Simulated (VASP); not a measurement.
# Cu (I4/mmm) in VASP: notebook, part 2 of 2

VASP 6.6.1.

## (4) Single point, PBE (12.00 Å³/atom)

File INCAR:

```
SYSTEM = Cu
  PREC = Accurate
  ENCUT = 520
  EDIFF = 1E-6
  ISMEAR = 0
  SIGMA = 0.15
  LREAL = .False.
  LASPH = .True.
  NELM = 60
  ALGO = Fast
  ISIF = 2
  LWAVE = .False.
  LCHARG = .False.
  GGA = PE
  NBANDS = 12
```

File KPOINTS:

```
Automatic mesh
0
Gamma
  24 24 24
  0 0 0
```

File POSCAR:

```
Cu
1.0
   -1.5132651084      1.5132651084      1.3098822779
    1.5132651084     -1.5132651084      1.3098822779
    1.5132651084      1.5132651084     -1.3098822779
Cu
1
Direct
    0.0000000000      0.0000000000      0.0000000000
```

Potentials or basis: VASP PAW PBE potentials, release 64 (Cu).

Run with:

```bash
$ cat potpaw_PBE.64/Cu/POTCAR > POTCAR
$ mpirun -np 1 vasp_std > vasp.out
```

OUTCAR:

```text
SYSTEM = Cu
   PREC = Accurate
   ENCUT = 520
   EDIFF = 1E-6
   ISMEAR = 0
   LREAL = .False.
   LASPH = .True.
   NELM = 60
   ISIF = 2
   GGA = PE

 ion  position               nearest neighbor table
   1  0.000  0.000  0.000-

  LATTYP: Found a body centered tetragonal cell.
 ALAT       =     3.0265302168
 C/A-ratio  =     0.8656000000

  Lattice vectors:

 A1 = (  -1.5132651084,   1.5132651084,   1.3098822779)
 A2 = (   1.5132651084,  -1.5132651084,   1.3098822779)
 A3 = (   1.5132651084,   1.5132651084,  -1.3098822779)

Analysis of symmetry for initial positions (statically):
=====================================================================
 Subroutine PRICEL returns:
 Original cell was already a primitive cell.

 Routine SETGRP: Setting up the symmetry group for a
 body centered tetragonal supercell.

 Subroutine GETGRP returns: Found 16 space group operations
 (whereof 16 operations were pure point group operations)
 out of a pool of 16 trial point group operations.

The static configuration has the point symmetry D_4h.

Analysis of symmetry for dynamics (positions and initial velocities):
=====================================================================
 Subroutine PRICEL returns:
 Original cell was already a primitive cell.

 Routine SETGRP: Setting up the symmetry group for a
 body centered tetragonal supercell.

 Subroutine GETGRP returns: Found 16 space group operations
 (whereof 16 operations were pure point group operations)
 out of a pool of 16 trial point group operations.

The dynamic configuration has the point symmetry D_4h.

 Subroutine INISYM returns: Found 16 space group operations
 (whereof 16 operations are pure point group operations),
 and found     1 'primitive' translations

----------------------------------------------------------------------------------------

                                     Primitive cell

[... 110 lines left out ...]
  Fermi-wavevector in a.u.,A,eV,Ry     =   1.590370  3.005364 34.412918  2.529278
  Thomas-Fermi vector in A             =   2.689076
   LORBIT       =      0    0 simple, 1 ext, 2 COOP (PROOUT), +10 PAW based schemes
   GGA     = PE    functional components
   LHFCALC =     F    Hartree Fock is set to
   AEXX    =    0.0000 exact exchange contribution
   IVDW    =     0    specifies the selected vdW correction
   LEPSILON=     F    determine dielectric tensor
   LRPA    =     F    only Hartree local field effects (RPA)
 non-spin polarized calculation
 RMM-DIIS sequential band-by-band and
 Gauss-broadening in eV      SIGMA  =   0.15
  energy-cutoff  :      520.00
  volume of cell :       12.00
 maximum number of plane-waves:       345
   NGX =  9   NGY =  9   NGZ =  9

 number of electron      10.9999999 magnetization

 Free energy of the ion-electron system (eV)
  ---------------------------------------------------
  ext. energy  EPLUGINS =         0.00000000
  ---------------------------------------------------
  free energy    TOTEN  =        -3.68943347 eV

  energy without entropy =       -3.68510863  energy(sigma->0) =       -3.68727105

 E-fermi :   7.4098     XC(G=0): -12.6317

 val. band max:        7.4073700526   @ k =   0.2083   0.1667   0.1250
 cond. band min:       7.4130303448   @ k =  -0.1667   0.4167   0.1667
 fundamental gap:      0.0056602922
 Fermi energy:         7.4097655518

 k-point     1 :       0.0000    0.0000    0.0000
  band No.  band energies     occupation
      1      -1.8350      2.00000
      2       4.0028      2.00000
      3       4.5888      2.00000
      4       4.5888      2.00000
      5       4.9102      2.00000
      6       5.5451      2.00000
      7      30.1654      0.00000
      8      30.1654      0.00000
      9      33.8514      0.00000
     10      34.5812      0.00000
     11      34.8827      0.00000
     12      35.8864      0.00000
[... 331 lines left out ...]
 k-point    24 :       0.4583    0.0417   -0.0000
  band No.  band energies     occupation
      1       2.5239      2.00000
      2       3.4657      2.00000
      3       5.2185      2.00000
      4       5.6857      2.00000
      5       5.9123      2.00000
      6       7.4045      1.03983
      7      12.4229      0.00000
      8      23.0321      0.00000
      9      23.6330      0.00000
     10      28.0153      0.00000
     11      30.7507      0.00000
     12      38.9130      0.00000

 [... further k-points ...]
[... 5 lines left out ...]
  --------------------------------------------------------------------------------------
  -------------------------------------------------------------------------------------
  Total        0.0268086      0.0268086      0.2277142      0.0000000      0.0000000      0.0000000
  in kB        3.5798317      3.5798317     30.4073319      0.0000000      0.0000000      0.0000000
  external PRESSURE =      12.5223318 kB  Pullay stress =       0.0000000 kB

 VOLUME and BASIS-vectors are now :
 -----------------------------------------------------------------------------
  energy-cutoff  :      520.00
  volume of cell :       12.00
      direct lattice vectors                 reciprocal lattice vectors
    -1.513265108  1.513265108  1.309882278     0.000000000  0.330411372  0.381713692
     1.513265108 -1.513265108  1.309882278     0.330411372  0.000000000  0.381713692
     1.513265108  1.513265108 -1.309882278     0.330411372  0.330411372  0.000000000

 POSITION                                       TOTAL-FORCE (eV/Angst)
 -----------------------------------------------------------------------------------
      0.00000      0.00000      0.00000        -0.000000      0.000000      0.000000
 -----------------------------------------------------------------------------------
    total drift:                                0.000000     -0.000000      0.000000

  FREE ENERGIE OF THE ION-ELECTRON SYSTEM (eV)
  ---------------------------------------------------
  free  energy   TOTEN  =        -3.6894334685 eV

  energy  without entropy=       -3.6851086339  energy(sigma->0) =       -3.68727105
```

OSZICAR:

```text
N       E                     dE             d eps       ncg     rms          rms(c)
DAV:   1     0.428471817155E+02    0.42847E+02   -0.53985E+03 28288   0.153E+03
DAV:   2    -0.319050059750E+01   -0.46038E+02   -0.42548E+02 26472   0.203E+02
DAV:   3    -0.457473410518E+01   -0.13842E+01   -0.13711E+01 29356   0.404E+01
DAV:   4    -0.458342356089E+01   -0.86895E-02   -0.86883E-02 28900   0.283E+00
DAV:   5    -0.458350670451E+01   -0.83144E-04   -0.83144E-04 29828   0.283E-01    0.762E+00
RMM:   6    -0.404817935611E+01    0.53533E+00   -0.31424E+00 31914   0.329E+01    0.444E+00
RMM:   7    -0.370272243872E+01    0.34546E+00   -0.46171E-01 31632   0.123E+01    0.100E+00
RMM:   8    -0.369101888832E+01    0.11704E-01   -0.11880E-02 32477   0.113E+00    0.311E-01
RMM:   9    -0.368936421057E+01    0.16547E-02   -0.32170E-03 33158   0.107E+00    0.226E-02
RMM:  10    -0.368942327341E+01   -0.59063E-04   -0.45831E-04 33763   0.277E-01    0.116E-02
RMM:  11    -0.368943142128E+01   -0.81479E-05   -0.73399E-05 35578   0.101E-01    0.959E-03
RMM:  12    -0.368943312967E+01   -0.17084E-05   -0.11399E-05 33952   0.398E-02    0.284E-03
RMM:  13    -0.368943346847E+01   -0.33880E-06   -0.21880E-06 23849   0.149E-02
   1 F= -.36894335E+01 E0= -.36872711E+01  d E =-.432483E-02
```

stdout:

```text
POSCAR found type information on POSCAR Cu
 POSCAR found :  1 types and       1 ions
 scaLAPACK will be used
 LDA part: xc-table for (Slater+PW92), standard interpolation
 POSCAR, INCAR and KPOINTS ok, starting setup
 FFT: planning ... GRIDC
 FFT: planning ... GRID_SOFT
 FFT: planning ... GRID
 WAVECAR not read
 entering main loop
WARNING in EDDRMM: call to ZHEGV failed, returncode =   6  3      9
WARNING in EDDRMM: call to ZHEGV failed, returncode =   6  3      9
WARNING in EDDRMM: call to ZHEGV failed, returncode =   6  3      8
WARNING in EDDRMM: call to ZHEGV failed, returncode =   6  3      9
WARNING in EDDRMM: call to ZHEGV failed, returncode =   6  3     10
WARNING in EDDRMM: call to ZHEGV failed, returncode =   6  3      9
WARNING in EDDRMM: call to ZHEGV failed, returncode =   6  3     10
```

Run time: 2 min. Hardware: 1 thread of Intel Xeon Platinum 8488C (Sapphire Rapids), shared host; peak memory 0.25 GiB.

Results:

```
Free energy            : -3.6894 eV
Pressure               : 1.3 GPa
Band gap on the k mesh : zero (an odd number of electrons rules out a gap without spin polarisation)
```

## (5) Single point, PBE (12.64 Å³/atom)

This run uses another cell than the first one, of 12.64 Å³/atom.

File INCAR:

```
SYSTEM = Cu
PREC     = Accurate       ! precision mode
ENCUT    = 520            ! plane-wave cutoff, eV
EDIFF    = 1E-6           ! SCF threshold, eV
ISMEAR   = 0              ! smearing method
SIGMA    = 0.15           ! smearing width, eV
LREAL    = .FALSE.        ! projectors in reciprocal space
LASPH    = .TRUE.         ! aspherical terms in the spheres
NELM     = 80             ! most SCF steps
ALGO     = Fast           ! electronic algorithm
ISIF     = 2              ! what is computed and relaxed
LWAVE    = .FALSE.        ! write WAVECAR
LCHARG   = .FALSE.        ! write CHGCAR
GGA      = PE             ! functional
NBANDS   = 12             ! bands
```

File KPOINTS:

```
Automatic mesh
0
G
  24 24 24
  0 0 0
```

File POSCAR:

```
Cu
1.0
   -1.5604578251      1.5604578251      1.2975206816
    1.5604578251     -1.5604578251      1.2975206816
    1.5604578251      1.5604578251     -1.2975206816
Cu
1
Direct
    0.0000000000      0.0000000000      0.0000000000
```

Potentials or basis: VASP PAW PBE potentials, release 64 (Cu).

Run with:

```bash
$ cat potpaw_PBE.64/Cu/POTCAR > POTCAR
$ mpirun -np 1 vasp_std > vasp.out
```

OUTCAR:

```text
SYSTEM = Cu
   PREC = Accurate
   ENCUT = 520
   EDIFF = 1E-6
   ISMEAR = 0
   LREAL = .FALSE.
   LASPH = .TRUE.
   NELM = 80
   ISIF = 2
   GGA = PE

 ion  position               nearest neighbor table
   1  0.000  0.000  0.000-

  LATTYP: Found a body centered tetragonal cell.
 ALAT       =     3.1209156502
 C/A-ratio  =     0.8315000000

  Lattice vectors:

 A1 = (  -1.5604578251,   1.5604578251,   1.2975206816)
 A2 = (   1.5604578251,  -1.5604578251,   1.2975206816)
 A3 = (   1.5604578251,   1.5604578251,  -1.2975206816)

Analysis of symmetry for initial positions (statically):
=====================================================================
 Subroutine PRICEL returns:
 Original cell was already a primitive cell.

 Routine SETGRP: Setting up the symmetry group for a
 body centered tetragonal supercell.

 Subroutine GETGRP returns: Found 16 space group operations
 (whereof 16 operations were pure point group operations)
 out of a pool of 16 trial point group operations.

The static configuration has the point symmetry D_4h.

Analysis of symmetry for dynamics (positions and initial velocities):
[... 171 lines left out ...]
      5       4.2637      2.00000
      6       5.0313      2.00000
      7      28.1838      0.00000
      8      28.1838      0.00000
      9      31.6337      0.00000
     10      32.7188      0.00000
     11      34.5414      0.00000
     12      34.7994      0.00000
[... 331 lines left out ...]
 k-point    24 :       0.4583    0.0417    0.0000
  band No.  band energies     occupation
      1       2.2084      2.00000
      2       3.0374      2.00000
      3       4.6772      2.00000
      4       5.1975      2.00000
      5       5.3309      2.00000
      6       7.0211      0.03223
      7      11.7393      0.00000
      8      21.7112      0.00000
      9      22.3009      0.00000
     10      26.5780      0.00000
     11      29.0390      0.00000
     12      36.8006      0.00000

 [... further k-points ...]

------------------------ aborting loop because EDIFF is reached ----------------------------------------

  FORCE on cell =-STRESS in cart. coord.  units (eV):
  Direction    XX          YY          ZZ          XY          YZ          ZX
  --------------------------------------------------------------------------------------
  -------------------------------------------------------------------------------------
  Total       -0.4625505     -0.4625505     -0.0957291      0.0000000     -0.0000000      0.0000000
  in kB      -58.6396553    -58.6396553    -12.1360129      0.0000000     -0.0000000      0.0000000
  external PRESSURE =     -43.1384412 kB  Pullay stress =       0.0000000 kB

 VOLUME and BASIS-vectors are now :
 -----------------------------------------------------------------------------
  energy-cutoff  :      520.00
  volume of cell :       12.64
      direct lattice vectors                 reciprocal lattice vectors
    -1.560457825  1.560457825  1.297520682     0.000000000  0.320418785  0.385350312
     1.560457825 -1.560457825  1.297520682     0.320418785  0.000000000  0.385350312
     1.560457825  1.560457825 -1.297520682     0.320418785  0.320418785  0.000000000

 POSITION                                       TOTAL-FORCE (eV/Angst)
 -----------------------------------------------------------------------------------
      0.00000      0.00000      0.00000        -0.000000      0.000000      0.000000
 -----------------------------------------------------------------------------------
    total drift:                                0.000000     -0.000000      0.000000

  FREE ENERGIE OF THE ION-ELECTRON SYSTEM (eV)
  ---------------------------------------------------
  free  energy   TOTEN  =        -3.6746187246 eV

  energy  without entropy=       -3.6705732396  energy(sigma->0) =       -3.67259598
```

Run time: 2.4 min. Hardware: 1 thread of Intel Xeon Platinum 8488C (Sapphire Rapids), shared host; peak memory 0.26 GiB.

What came out:

```
Free energy            : -3.6746 eV
Pressure               : -4.3 GPa
Band gap on the k mesh : zero (an odd number of electrons rules out a gap without spin polarisation)
```

Stress tensor (GPa, compression positive):
```
-5.86  0.00  0.00
 0.00 -5.86  0.00
 0.00  0.00 -1.21
```

Caveat: the cell stands under tension.

## (6) Single point, PBE (12.64 Å³/atom)

This run uses another cell than the first one, of 12.64 Å³/atom.

File INCAR:

```
ALGO     = Fast           # electronic algorithm
EDIFF    = 1E-6           # SCF threshold, eV
ENCUT    = 520            # plane-wave cutoff, eV
GGA      = PE             # functional
ISIF     = 2              # what is computed and relaxed
ISMEAR   = 0              # smearing method
LASPH    = T              # aspherical terms in the spheres
LCHARG   = F              # write CHGCAR
LREAL    = F              # projectors in reciprocal space
LWAVE    = F              # write WAVECAR
NBANDS   = 12             # bands
NELM     = 60             # most SCF steps
PREC     = Accurate       # precision mode
SIGMA    = 0.15           # smearing width, eV
```

File KPOINTS:

```
k-points
0
Gamma
  24 24 24
```

File POSCAR:

```
Cu
1.0
   -1.5192006003      1.5192006003      1.3689516609
    1.5192006003     -1.5192006003      1.3689516609
    1.5192006003      1.5192006003     -1.3689516609
Cu
1
Direct
    0.0000000000      0.0000000000      0.0000000000
```

Potentials or basis: VASP PAW PBE potentials, release 64 (Cu).

Run with:

```bash
$ cat potpaw_PBE.64/Cu/POTCAR > POTCAR
$ mpirun -np 1 vasp_std > vasp.out
```

It took 2 min on 1 thread of Intel Xeon Platinum 8488C (Sapphire Rapids), shared host; peak memory 0.26 GiB.

The run converged. Its results:

* Free energy: -3.6833 eV
* Pressure: -5.3 GPa
* Band gap on the k mesh: zero (an odd number of electrons rules out a gap without spin polarisation)

Stress tensor (GPa, compression positive):
```
-5.52  0.00  0.00
 0.00 -5.52  0.00
 0.00  0.00 -5.01
```

Levels at points of the mesh, in eV from the Fermi level:
```tsv
k point	band 2	band 3	band 4	band 5	band 6	band 7	band 8	band 9	band 10	band 11
(0.00, 0.00, 0.00)	-3.13	-2.75	-2.75	-2.24	-1.83	22.93	22.93	26.10	26.42	26.85
(0.50, 0.00, 0.00)	-3.67	-2.05	-1.70	-1.34	-0.13	4.41	15.88	16.13	19.82	22.38
(0.50, 0.50, 0.00)	-3.21	-2.32	-2.00	-1.38	-0.89	3.30	18.82	18.86	22.32	24.76
(0.50, 0.50, 0.50)	-4.24	-1.52	-1.52	-1.42	6.71	6.71	10.57	12.14	12.49	16.43
```

Caveat: the cell stands under tension.

## (7) Overview

```csv
cell,gap on the mesh (eV),pressure (GPa)
"a = 2.516 Å, angles 104.9, 104.9, 119.1°, 1 atom",none,1.9
"a = 2.504 Å, angles 106.8, 106.8, 115.0°, 1 atom",none,1.0
"a = 2.509 Å, angles 105.8, 105.8, 117.1°, 1 atom",none,1.3
"a = 2.560 Å, angles 104.9, 104.9, 119.1°, 1 atom",none,-4.3
"a = 2.548 Å, angles 106.8, 106.8, 115.0°, 1 atom",none,-5.3
```

Alike in all rows: task single point; level PBE; potentials or basis VASP PAW PBE potentials, release 64 (Cu); no spin polarisation; k mesh 24 × 24 × 24; cutoff (eV) 520; smearing gaussian 0.15 eV.

Caveats: the cell stands under tension (at least some runs); the stress differs along the axes, from -0 to 6 GPa (at least some runs).

Absolute energies hang on the potentials; compare differences alone.
